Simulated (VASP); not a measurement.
# BN (zincblende type) (F-43m) in VASP: a series of runs, part 2 of 2

VASP 6.6.1.

## 3. Single point, PBEsol (volume scaled by 0.94)

The input, INCAR:

```
SYSTEM = BN
PREC     = Accurate       ! precision mode
ENCUT    = 520            ! plane-wave cutoff, eV
EDIFF    = 1E-6           ! SCF threshold, eV
ISMEAR   = -1             ! smearing method
SIGMA    = 0.08           ! smearing width, eV
LREAL    = .FALSE.        ! projectors in reciprocal space
LASPH    = .TRUE.         ! aspherical terms in the spheres
NELM     = 80             ! most SCF steps
ALGO     = Normal         ! electronic algorithm
ISIF     = 2              ! what is computed and relaxed
LWAVE    = .FALSE.        ! write WAVECAR
LCHARG   = .FALSE.        ! write CHGCAR
GGA      = PS             ! functional
NBANDS   = 11             ! bands
```

The input, KPOINTS:

```
regular mesh
0
G
  17 17 17
  0 0 0
```

The input, POSCAR:

```
BN
1.0
    0.0000000000      1.7660217555      1.7660217555
    1.7660217555      0.0000000000      1.7660217555
    1.7660217555      1.7660217555      0.0000000000
B N
1 1
Direct
    0.0000000000      0.0000000000      0.0000000000
    0.2500000000      0.2500000000      0.2500000000
```

Potentials or basis: VASP PAW PBE potentials, release 64 (B, N).

Launch:

```bash
$ cat potpaw_PBE.64/B/POTCAR potpaw_PBE.64/N/POTCAR > POTCAR
$ mpirun -np 1 vasp_std > vasp.out
```

OUTCAR:

```text
SYSTEM = BN
   PREC = Accurate
   ENCUT = 520
   EDIFF = 1E-6
   ISMEAR = -1
   LREAL = .FALSE.
   LASPH = .TRUE.
   NELM = 80
   ISIF = 2
   GGA = PS

 ion  position               nearest neighbor table
   1  0.000  0.000  0.000-   2 1.53   2 1.53   2 1.53   2 1.53
   2  0.250  0.250  0.250-   1 1.53   1 1.53   1 1.53   1 1.53

  LATTYP: Found a face centered cubic cell.
 ALAT       =     3.5320435110

  Lattice vectors:

 A1 = (   0.0000000000,   1.7660217555,   1.7660217555)
 A2 = (   1.7660217555,   0.0000000000,   1.7660217555)
 A3 = (   1.7660217555,   1.7660217555,   0.0000000000)

Analysis of symmetry for initial positions (statically):
=====================================================================
 Subroutine PRICEL returns:
 Original cell was already a primitive cell.

 Routine SETGRP: Setting up the symmetry group for a
 face centered cubic supercell.

 Subroutine GETGRP returns: Found 24 space group operations
 (whereof 24 operations were pure point group operations)
 out of a pool of 48 trial point group operations.

The static configuration has the point symmetry T_d .

Analysis of symmetry for dynamics (positions and initial velocities):
=====================================================================
 Subroutine PRICEL returns:
 Original cell was already a primitive cell.

 Routine SETGRP: Setting up the symmetry group for a
 face centered cubic supercell.

 Subroutine GETGRP returns: Found 24 space group operations
 (whereof 24 operations were pure point group operations)
 out of a pool of 48 trial point group operations.

The dynamic configuration has the point symmetry T_d .

 Subroutine INISYM returns: Found 24 space group operations
 (whereof 24 operations are pure point group operations),
 and found     1 'primitive' translations

[... 118 lines left out ...]
   LORBIT       =      0    0 simple, 1 ext, 2 COOP (PROOUT), +10 PAW based schemes
   GGA     = PS    functional components
   LHFCALC =     F    Hartree Fock is set to
   AEXX    =    0.0000 exact exchange contribution
   IVDW    =     0    specifies the selected vdW correction
   LEPSILON=     F    determine dielectric tensor
   LRPA    =     F    only Hartree local field effects (RPA)
 non-spin polarized calculation
  energy-cutoff  :      520.00
  volume of cell :       11.02
 maximum number of plane-waves:       307
   NGX =  9   NGY =  9   NGZ =  9

 number of electron       7.9999999 magnetization

 Free energy of the ion-electron system (eV)
  ---------------------------------------------------
  ext. energy  EPLUGINS =         0.00000000
  ---------------------------------------------------
  free energy    TOTEN  =       -18.28642833 eV

  energy without entropy =      -18.28642833  energy(sigma->0) =      -18.28642833

 E-fermi :   9.7232     XC(G=0): -13.3595

 val. band max:        8.2454987657   @ k =   0.0000   0.0000   0.0000
 cond. band min:      12.6399281670   @ k =   0.4706   0.4706   0.0000
 fundamental gap:      4.3944294012
 Fermi energy:         9.7231988001

 k-point     1 :       0.0000    0.0000    0.0000
  band No.  band energies     occupation
      1     -12.8237      2.00000
      2       8.2455      2.00000
      3       8.2455      2.00000
      4       8.2455      2.00000
      5      17.3345      0.00000
      6      17.3345      0.00000
      7      17.3345      0.00000
      8      19.6605      0.00000
      9      34.0830      0.00000
     10      36.8045      0.00000
     11      36.8045      0.00000
[... 309 lines left out ...]
 k-point    24 :      -0.1176    0.0588    0.0000
  band No.  band energies     occupation
      1     -12.2604      2.00000
      2       5.8643      2.00000
      3       7.1232      2.00000
      4       7.9699      2.00000
      5      17.8548      0.00000
      6      17.9574      0.00000
      7      18.5991      0.00000
      8      21.0753      0.00000
      9      31.9578      0.00000
     10      32.1805      0.00000
     11      35.3435      0.00000

 [... further k-points ...]

------------------------ aborting loop because EDIFF is reached ----------------------------------------

  FORCE on cell =-STRESS in cart. coord.  units (eV):
  Direction    XX          YY          ZZ          XY          YZ          ZX
  --------------------------------------------------------------------------------------
  -------------------------------------------------------------------------------------
  Total        1.8973241      1.8973241      1.8973241     -0.0000000      0.0000000     -0.0000000
  in kB      275.9522657    275.9522657    275.9522657     -0.0000000      0.0000000     -0.0000000
  external PRESSURE =     275.9522657 kB  Pullay stress =       0.0000000 kB

 VOLUME and BASIS-vectors are now :
 -----------------------------------------------------------------------------
  energy-cutoff  :      520.00
  volume of cell :       11.02
      direct lattice vectors                 reciprocal lattice vectors
     0.000000000  1.766021755  1.766021755    -0.283122220  0.283122220  0.283122220
     1.766021755  0.000000000  1.766021755     0.283122220 -0.283122220  0.283122220
     1.766021755  1.766021755  0.000000000     0.283122220  0.283122220 -0.283122220

 POSITION                                       TOTAL-FORCE (eV/Angst)
 -----------------------------------------------------------------------------------
      0.00000      0.00000      0.00000        -0.000000     -0.000000     -0.000000
      0.88301      0.88301      0.88301         0.000000      0.000000      0.000000
 -----------------------------------------------------------------------------------
    total drift:                                0.000000      0.000000      0.000000

  FREE ENERGIE OF THE ION-ELECTRON SYSTEM (eV)
  ---------------------------------------------------
  free  energy   TOTEN  =       -18.2864283347 eV

  energy  without entropy=      -18.2864283347  energy(sigma->0) =      -18.28642833
```

stdout:

```text
POSCAR found type information on POSCAR B N
 POSCAR found :  2 types and       2 ions
 scaLAPACK will be used
 -----------------------------------------------------------------------------
|                                                                             |
|                                                                             |
|     You enforced a specific xc type in the INCAR file but a different       |
|     I HOPE YOU KNOW WHAT YOU ARE DOING!                                     |
|                                                                             |
 -----------------------------------------------------------------------------

 LDA part: xc-table for (Slater+PW92), standard interpolation
 POSCAR, INCAR and KPOINTS ok, starting setup
 FFT: planning ... GRIDC
 FFT: planning ... GRID_SOFT
 FFT: planning ... GRID
 WAVECAR not read
 entering main loop
```

Run time: 14 s. Hardware: 1 thread of Intel Xeon Platinum 8488C (Sapphire Rapids), shared host; peak memory 0.13 GiB.

Results:

| Quantity | Value |
| --- | --- |
| Free energy | -18.2864 eV |
| Pressure | 27.6 GPa |
| Band gap on the k mesh | 4.39 eV, indirect (least direct gap 9.09 eV) |

Caveat: the PAW data sets were made with another functional, which shifts forces and pressure a little.
